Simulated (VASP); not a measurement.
# SiC (P6_3mc) in VASP: further runs

Aim: see how the results for SiC move with the level of theory and the settings. Levels: PBE, LDA, PBEsol. Tasks: single point.

All numbers are computed with VASP 6.6.1; they aren't measurements. Logs are shortened: lines on timing, memory, paths and dates and some standing lists are left out, and cuts for length are marked.

### Step 1. The cell of the first run

The structure is hexagonal, space group P6_3mc (No. 186). The conventional cell has a = 3.075 Å, b = 3.075 Å, c = 5.048 Å, α = 90.00°, β = 90.00°, γ = 120.00°. Within 2.5 Å of Si (site symmetry 3m) lie 4 C at 1.88 to 1.90 Å. Within 2.5 Å of C (site symmetry 3m) lie 4 Si at 1.88 to 1.90 Å.

### Step 2. Single point, PBE

INCAR

```
  ALGO = Normal
  EDIFF = 1E-7
  ENCUT = 520
  GGA = PE
  ISIF = 2
  ISMEAR = 0
  LASPH = True
  LCHARG = False
  LREAL = False
  LWAVE = False
  NBANDS = 16
  NELM = 80
  PREC = Accurate
  SIGMA = 0.01
```

KPOINTS

```
k-points
0
Gamma
  6 6 4
```

POSCAR

```
SiC
1.0
    3.0753564098      0.0000000000      0.0000000000
   -1.5376782049      2.6633367766      0.0000000000
    0.0000000000      0.0000000000      5.0481087265
Si C
2 2
Direct
    0.3333333333      0.6666666667      0.4995917736
    0.6666666667      0.3333333333      0.9995917736
    0.3333333333      0.6666666667      0.8754082264
    0.6666666667      0.3333333333      0.3754082264
```

Potentials or basis: VASP PAW PBE potentials, release 64 (Si, C).

Launch:

```bash
$ cat potpaw_PBE.64/Si/POTCAR potpaw_PBE.64/C/POTCAR > POTCAR
$ mpirun -np 1 vasp_std > vasp.out
```

OUTCAR:

```text
EDIFF = 1E-7
   ENCUT = 520
   GGA = PE
   ISIF = 2
   ISMEAR = 0
   LASPH = True
   LREAL = False
   NELM = 80
   PREC = Accurate

 ion  position               nearest neighbor table
   1  0.333  0.667  0.500-   4 1.88   4 1.88   4 1.88   3 1.90   2 3.09   2 3.09   2 3.09   2 3.09
                             2 3.09   2 3.09
   2  0.667  0.333  1.000-   3 1.88   3 1.88   3 1.88   4 1.90   1 3.09   1 3.09   1 3.09   1 3.09
                             1 3.09   1 3.09
   3  0.333  0.667  0.875-   2 1.88   2 1.88   2 1.88   1 1.90
   4  0.667  0.333  0.375-   1 1.88   1 1.88   1 1.88   2 1.90

  LATTYP: Found a hexagonal cell.
 ALAT       =     3.0753564098
 C/A-ratio  =     1.6414711187

  Lattice vectors:

 A1 = (   3.0753564098,   0.0000000000,   0.0000000000)
 A2 = (  -1.5376782049,   2.6633367766,   0.0000000000)
 A3 = (   0.0000000000,   0.0000000000,   5.0481087265)

Analysis of symmetry for initial positions (statically):
=====================================================================
 Subroutine PRICEL returns:
 Original cell was already a primitive cell.

 Routine SETGRP: Setting up the symmetry group for a
 hexagonal supercell.

 Subroutine GETGRP returns: Found 12 space group operations
 (whereof  6 operations were pure point group operations)
 out of a pool of 24 trial point group operations.

The static configuration has the point symmetry C_3v.
 The point group associated with its full space group is C_6v.

Analysis of symmetry for dynamics (positions and initial velocities):
=====================================================================
 Subroutine PRICEL returns:
 Original cell was already a primitive cell.

 Routine SETGRP: Setting up the symmetry group for a
 hexagonal supercell.

 Subroutine GETGRP returns: Found 12 space group operations
 (whereof  6 operations were pure point group operations)
 out of a pool of 24 trial point group operations.

The dynamic configuration has the point symmetry C_3v.
 The point group associated with its full space group is C_6v.

 Subroutine INISYM returns: Found 12 space group operations
 (whereof  6 operations are pure point group operations),
 and found     1 'primitive' translations

----------------------------------------------------------------------------------------

                                     Primitive cell

  volume of cell :      41.3476

  direct lattice vectors                    reciprocal lattice vectors
     3.075356410  0.000000000  0.000000000     0.325165564  0.187734426  0.000000000
    -1.537678205  2.663336777  0.000000000     0.000000000  0.375468851  0.000000000
     0.000000000  0.000000000  5.048108726     0.000000000  0.000000000  0.198093990

  length of vectors
     3.075356410  3.075356410  5.048108726     0.375468851  0.375468851  0.198093990

  position of ions in fractional coordinates (direct lattice)
     0.333333333  0.666666667  0.499591774
     0.666666667  0.333333333  0.999591774
     0.333333333  0.666666667  0.875408226
     0.666666667  0.333333333  0.375408226

  ion indices of the primitive-cell ions
   primitive index   ion index
                 1           1
                 2           2
                 3           3
                 4           4

----------------------------------------------------------------------------------------

 KPOINTS: k-points

Automatic generation of k-mesh.
 Grid dimensions read from file:
 generate k-points for:    6    6    4

 Generating k-lattice:

  Cartesian coordinates                     Fractional coordinates (reciprocal lattice)
     0.054194261  0.031289071  0.000000000     0.166666667 -0.000000000  0.000000000
     0.000000000  0.062578142  0.000000000     0.000000000  0.166666667  0.000000000
     0.000000000  0.000000000  0.049523498     0.000000000  0.000000000  0.250000000

  Length of vectors
     0.062578142  0.062578142  0.049523498

  Shift w.r.t. Gamma in fractional coordinates (k-lattice)
     0.000000000  0.000000000  0.000000000

 Subroutine IBZKPT returns following result:
 ===========================================

 Found     21 irreducible k-points:

 Following reciprocal coordinates:
            Coordinates               Weight
  0.000000  0.000000  0.000000      1.000000
  0.166667  0.000000  0.000000      6.000000
  0.333333  0.000000  0.000000      6.000000
  0.500000  0.000000  0.000000      3.000000
  0.166667  0.166667  0.000000      6.000000
  0.333333  0.166667  0.000000     12.000000
[... 13 lines left out ...]
  0.333333  0.166667  0.500000     12.000000
  0.333333  0.333333  0.500000      2.000000
   k-points           NKPTS =     21   k-points in BZ     NKDIM =     21   number of bands    NBANDS=     16
   number of dos      NEDOS =    301   number of ions     NIONS =      4
   total plane-waves  NPLWV =  23040
   dimension x,y,z NGX =    24 NGY =   24 NGZ =   40
   dimension x,y,z NGXF=    48 NGYF=   48 NGZF=   80
   ions per type =               2   2
   NGX,Y,Z   is equivalent  to a cutoff of  12.97, 12.97, 13.17 a.u.
   NGXF,Y,Z  is equivalent  to a cutoff of  25.95, 25.95, 26.35 a.u.
 SYSTEM =  unknown system
   PREC   = accura    normal or accurate (medium, high low for compatibility)
   ISTART =      0    job   : 0-new  1-cont  2-samecut
   ICHARG =      2    charge: 1-file 2-atom 10-const
   ISPIN  =      1    spin polarized calculation?
   LNONCOLLINEAR =      F non collinear calculations
   LSORBIT =      F    spin-orbit coupling
   LASPH  =      T    aspherical Exc in radial PAW
   ENCUT  =  520.0 eV  38.22 Ry    6.18 a.u.   5.72  5.72  9.39*2*pi/ulx,y,z
   NELM   =     80;   NELMIN=  2; NELMDL= -5     # of ELM steps
   EDIFF  = 0.1E-06   stopping-criterion for ELM
   LREAL  =      F    real-space projection
   EDIFFG = 0.1E-05   stopping-criterion for IOM
   NSW    =      0    number of steps for IOM
   IBRION =     -1    ionic relax: 0-MD 1-quasi-New 2-CG
   NFREE  =      0    steps in history (QN), initial steepest desc. (CG)
   ISIF   =      2    stress and relaxation
   ISYM   =      2    0-nonsym 1-usesym 2-fastsym
   POTIM  = 0.5000    time-step for ionic-motion
   TEBEG  =    0.0;   TEEND  =   0.0 temperature during run
   PSTRESS=    0.0 pullay stress
   NELECT =      16.0000    total number of electrons
   NUPDOWN=      -1.0000    fix difference up-down
   EMIN   =  10.00;   EMAX   =-10.00  energy-range for DOS
   EFERMI =   0.00;   METHOD = LEGACY
   ISMEAR =     0;   SIGMA  =   0.01  broadening in eV -4-tet -1-fermi 0-gaus
   EFERMI_NEDOS =   21; number of points for ismear=-14 and -15
   IALGO  =     38    algorithm
   IMIX   =      4    mixing-type and parameters
     AMIX     =   0.40;   BMIX     =  1.00
     AMIX_MAG =   1.60;   BMIX_MAG =  1.00
  volume/ion in A,a.u.               =      10.34        69.76
  Fermi-wavevector in a.u.,A,eV,Ry     =   1.192975  2.254396 19.363673  1.423190
  Thomas-Fermi vector in A             =   2.329001
   LORBIT       =      0    0 simple, 1 ext, 2 COOP (PROOUT), +10 PAW based schemes
   GGA     = PE    functional components
   LHFCALC =     F    Hartree Fock is set to
   AEXX    =    0.0000 exact exchange contribution
   IVDW    =     0    specifies the selected vdW correction
   LEPSILON=     F    determine dielectric tensor
   LRPA    =     F    only Hartree local field effects (RPA)
 non-spin polarized calculation
 Gauss-broadening in eV      SIGMA  =   0.01
  energy-cutoff  :      520.00
  volume of cell :       41.35
 maximum number of plane-waves:      1124
 NGX is ok and might be reduce to    24
   NGX = 11   NGY = 11   NGZ = 19

 number of electron      16.0000000 magnetization

 Free energy of the ion-electron system (eV)
  ---------------------------------------------------
  ext. energy  EPLUGINS =         0.00000000
  ---------------------------------------------------
  free energy    TOTEN  =       -30.09265159 eV

  energy without entropy =      -30.09265159  energy(sigma->0) =      -30.09265159

 E-fermi :   8.3784     XC(G=0): -11.3510

 val. band max:        8.2682656298   @ k =   0.0000   0.0000   0.0000
 cond. band min:      10.5387624078   @ k =   0.3333   0.3333   0.0000
 fundamental gap:      2.2704967780
 Fermi energy:         8.3783603245

 k-point     1 :       0.0000    0.0000    0.0000
  band No.  band energies     occupation
      1      -7.3062      2.00000
      2      -3.7390      2.00000
      3      -0.4344      2.00000
      4       6.9517      2.00000
      5       6.9517      2.00000
      6       8.1553      2.00000
[... 8 lines left out ...]
     15      17.2242      0.00000
     16      19.6077      0.00000

 k-point     2 :       0.1667    0.0000    0.0000
  band No.  band energies     occupation
      1      -6.8270      2.00000
      2      -3.3361      2.00000
      3       0.0012      2.00000
      4       4.7783      2.00000
      5       6.2633      2.00000
      6       6.6914      2.00000
[... 8 lines left out ...]
     15      17.8287      0.00000
     16      18.1810      0.00000

 k-point     3 :       0.3333    0.0000    0.0000
  band No.  band energies     occupation
      1      -5.4571      2.00000
      2      -2.3794      2.00000
      3       0.8263      2.00000
      4       2.0474      2.00000
      5       3.8970      2.00000
      6       5.3170      2.00000
[... 8 lines left out ...]
     15      19.1903      0.00000
     16      20.3301      0.00000

 k-point     4 :       0.5000    0.0000    0.0000
  band No.  band energies     occupation
      1      -3.9819      2.00000
      2      -2.5176      2.00000
      3       0.4995      2.00000
      4       1.9746      2.00000
      5       2.8348      2.00000
      6       4.9469      2.00000
[... 8 lines left out ...]
     15      18.5941      0.00000
     16      20.7848      0.00000
[... 267 lines left out ...]
 k-point    19 :       0.1667    0.1667    0.5000
  band No.  band energies     occupation
      1      -4.7558      2.00000
      2      -4.7558      2.00000
      3       2.9027      2.00000
      4       2.9027      2.00000
      5       5.2552      2.00000
      6       5.2552      2.00000
[... 8 lines left out ...]
     15      18.5393      0.00000
     16      18.5393      0.00000

 k-point    20 :       0.3333    0.1667    0.5000
  band No.  band energies     occupation
      1      -3.2793      2.00000
      2      -3.2793      2.00000
      3       0.7708      2.00000
      4       0.7708      2.00000
      5       4.1699      2.00000
      6       4.1699      2.00000
[... 8 lines left out ...]
     15      19.9739      0.00000
     16      19.9739      0.00000

 k-point    21 :       0.3333    0.3333    0.5000
  band No.  band energies     occupation
      1      -2.5103      2.00000
      2      -2.5103      2.00000
      3       0.5176      2.00000
      4       0.5176      2.00000
      5       2.6264      2.00000
      6       2.6264      2.00000
[... 8 lines left out ...]
     15      19.9184      0.00000
     16      19.9184      0.00000

------------------------ aborting loop because EDIFF is reached ----------------------------------------

  FORCE on cell =-STRESS in cart. coord.  units (eV):
  Direction    XX          YY          ZZ          XY          YZ          ZX
  --------------------------------------------------------------------------------------
  -------------------------------------------------------------------------------------
  Total        0.9215650      0.9215650      0.8346489      0.0000000      0.0000000      0.0000000
  in kB       35.7097087     35.7097087     32.3417974      0.0000000      0.0000000      0.0000000
  external PRESSURE =      34.5870716 kB  Pullay stress =       0.0000000 kB

 VOLUME and BASIS-vectors are now :
 -----------------------------------------------------------------------------
  energy-cutoff  :      520.00
  volume of cell :       41.35
      direct lattice vectors                 reciprocal lattice vectors
     3.075356410  0.000000000  0.000000000     0.325165564  0.187734426  0.000000000
    -1.537678205  2.663336777  0.000000000     0.000000000  0.375468851  0.000000000
     0.000000000  0.000000000  5.048108726     0.000000000  0.000000000  0.198093990

 POSITION                                       TOTAL-FORCE (eV/Angst)
 -----------------------------------------------------------------------------------
     -0.00000      1.77556      2.52199         0.000000     -0.000000     -0.004212
      1.53768      0.88778      5.04605         0.000000      0.000000     -0.004212
     -0.00000      1.77556      4.41916         0.000000     -0.000000      0.004212
      1.53768      0.88778      1.89510        -0.000000      0.000000      0.004212
 -----------------------------------------------------------------------------------
    total drift:                               -0.000000     -0.000000     -0.000126

  FREE ENERGIE OF THE ION-ELECTRON SYSTEM (eV)
  ---------------------------------------------------
  free  energy   TOTEN  =       -30.0926515894 eV

  energy  without entropy=      -30.0926515894  energy(sigma->0) =      -30.09265159
```

Run time: 11 s. Hardware: 1 thread of Intel Xeon Platinum 8488C (Sapphire Rapids), shared host; peak memory 0.15 GiB.

Results:

```yaml
Free_energy: -30.0927 eV
Pressure: 3.5 GPa
Largest_force: 0.004 eV/Å
Band_gap_on_the_k_mesh: 2.27 eV, indirect (least direct gap 3.97 eV)
```

Forces in eV/Å, atoms in the order of the input:
```
Si   0.000  0.000 -0.004
Si   0.000  0.000 -0.004
C    0.000  0.000  0.004
C    0.000  0.000  0.004
```

### Step 3. Single point, PBE

INCAR

```
SYSTEM = SiC
ALGO = Normal ; EDIFF = 1E-6
ENCUT = 520 ; GGA = PE
ISIF = 2 ; ISMEAR = 0
LASPH = .True. ; LCHARG = .True.
LELF = .True. ; LREAL = .False.
LVHAR = .True. ; LWAVE = .False.
NBANDS = 16 ; NELM = 100
PREC = Accurate ; SIGMA = 0.01
```

KPOINTS

```
k-points
0
Gamma
  6 6 4
  0 0 0
```

POSCAR is that of step 2.

Potentials or basis: VASP PAW PBE potentials, release 64 (Si, C).

Launch:

```bash
$ cat potpaw_PBE.64/Si/POTCAR potpaw_PBE.64/C/POTCAR > POTCAR
$ mpirun -np 1 vasp_std > vasp.out
```

It took 10 s on 1 thread of Intel Xeon Platinum 8488C (Sapphire Rapids), shared host; peak memory 0.15 GiB.

The run converged. Its results:

```yaml
Free_energy: -30.0927 eV
Pressure: 3.5 GPa
Largest_force: 0.004 eV/Å
Band_gap_on_the_k_mesh: 2.27 eV, indirect (least direct gap 3.97 eV)
```

Forces in eV/Å, atoms in the order of the input:
```
Si   0.000  0.000 -0.004
Si   0.000  0.000 -0.004
C    0.000  0.000  0.004
C    0.000  0.000  0.004
```

Stress tensor (GPa, compression positive):
```
3.57 0.00 0.00
0.00 3.57 0.00
0.00 0.00 3.23
```

Levels at points of the mesh, in eV from the valence-band top:
```csv
k point,band 5,band 6,band 7,band 8,band 9,band 10,band 11,band 12
"(0.00, 0.00, 0.00)",-1.32,-0.11,0.00,0.00,4.81,6.21,6.67,6.67
"(0.50, 0.00, 0.00)",-5.43,-3.32,-3.29,-1.20,2.78,4.22,6.88,7.13
"(0.00, 0.00, 0.50)",-0.71,-0.71,-0.71,-0.71,5.90,5.90,7.35,7.35
"(0.50, 0.00, 0.50)",-2.45,-2.45,-2.33,-2.33,3.28,3.28,5.25,5.25
```

A k mesh can miss the band edges. A hybrid or GW would open this gap; PBE tends to underestimate it.

### Step 4. Single point, LDA

This run uses another cell than the first one, of 10.14 Å³/atom, 0.981 times its volume.

INCAR

```
PREC = Accurate ; ENCUT = 520
EDIFF = 1E-6 ; ISMEAR = -1
SIGMA = 0.02 ; LREAL = F
LASPH = T ; NELM = 80
ALGO = Normal ; ISIF = 2
LWAVE = F ; LCHARG = F
GGA = CA ; NBANDS = 16
```

KPOINTS

```
Automatic mesh
0
Gamma
  12 12 4
```

POSCAR

```
SiC
1.0
    3.0563675542      0.0000000000      0.0000000000
   -1.5281837771      2.6468919453      0.0000000000
    0.0000000000      0.0000000000      5.0158395964
Si C
2 2
Direct
    0.3333333333      0.6666666667      0.4995932529
    0.6666666667      0.3333333333      0.9995932529
    0.3333333333      0.6666666667      0.8754067471
    0.6666666667      0.3333333333      0.3754067471
```

Potentials or basis: VASP PAW LDA potentials, release 64 (Si, C).

Launch:

```bash
$ cat potpaw_LDA.64/Si/POTCAR potpaw_LDA.64/C/POTCAR > POTCAR
$ mpirun -np 1 vasp_std > vasp.out
```

Run time: 25 s. Hardware: 1 thread of Intel Xeon Platinum 8488C (Sapphire Rapids), shared host; peak memory 0.15 GiB.

The run converged. Its results:

- Free energy: -33.2765 eV
- Pressure: 0.4 GPa
- Band gap on the k mesh: 2.12 eV, indirect (least direct gap 3.91 eV)

Levels at points of the mesh, in eV from the valence-band top:
```
           k point  band 5  band 6  band 7  band 8  band 9  band 10  band 11  band 12
(0.00, 0.00, 0.00)   -1.33   -0.11    0.00    0.00    4.92     6.42     6.67     6.67
(0.50, 0.00, 0.00)   -5.51   -3.37   -3.36   -1.20    2.71     4.16     6.95     7.11
(0.00, 0.00, 0.50)   -0.72   -0.72   -0.72   -0.72    6.00     6.00     7.35     7.35
(0.50, 0.00, 0.50)   -2.48   -2.48   -2.35   -2.35    3.25     3.25     5.23     5.23
```

(Continued in part 2 of 2.)
